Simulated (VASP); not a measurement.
Set up this calculation in VASP 6.6.1, as the native input.

```
Task                   : single point
Functional             : PBE
Potentials or basis    : VASP PAW PBE potentials, release 64 (B, As)
Cutoff                 : 500 eV
k mesh                 : 6 × 4 × 6
Occupations            : gaussian, width 0.1 eV
Spin                   : no spin polarisation
Dipole correction      : no
Further INCAR settings : ALGO = Normal; EDIFF = 1e-06; NBANDS = 16
```

The structure of BAs lies in POSCAR:

```
BAs
1.0
    3.4005398741      0.0000000000      0.0000000000
    0.0000000000      4.8090896753      0.0000000000
    0.0000000000      0.0000000000      3.4005398741
B As
2 2
Direct
    0.0000000000      0.0000000000      0.0000000000
    0.5000000000      0.5000000000      0.4999853000
    0.5000000000      0.2500000000      0.0000000000
    0.0000000000      0.7500000000      0.4999853000
```

One way to write it, as run:

INCAR

```
SYSTEM = BAs
ALGO = Normal ; EDIFF = 1E-6
ENCUT = 500 ; GGA = PE
GGA_COMPAT = .FALSE. ; ISIF = 2
ISMEAR = 0 ; LASPH = .TRUE.
LCHARG = .FALSE. ; LREAL = .FALSE.
LWAVE = .FALSE. ; NBANDS = 16
NELM = 120 ; PREC = Accurate
SIGMA = 0.1
```

KPOINTS

```
k-points
0
G
  6 4 6
  0 0 0
```

Potentials or basis: VASP PAW PBE potentials, release 64 (B, As).

Command:

```bash
$ cat potpaw_PBE.64/B/POTCAR potpaw_PBE.64/As/POTCAR > POTCAR
$ mpirun -np 1 vasp_std > vasp.out
```

It gave:

```json
{
 "Pressure": "0.6 GPa",
 "Band gap on the k mesh": "1.21 eV"
}
```

Run time: 42 s on 1 thread of Intel Xeon 8259CL, on a shared host, peak memory 0.16 GiB.
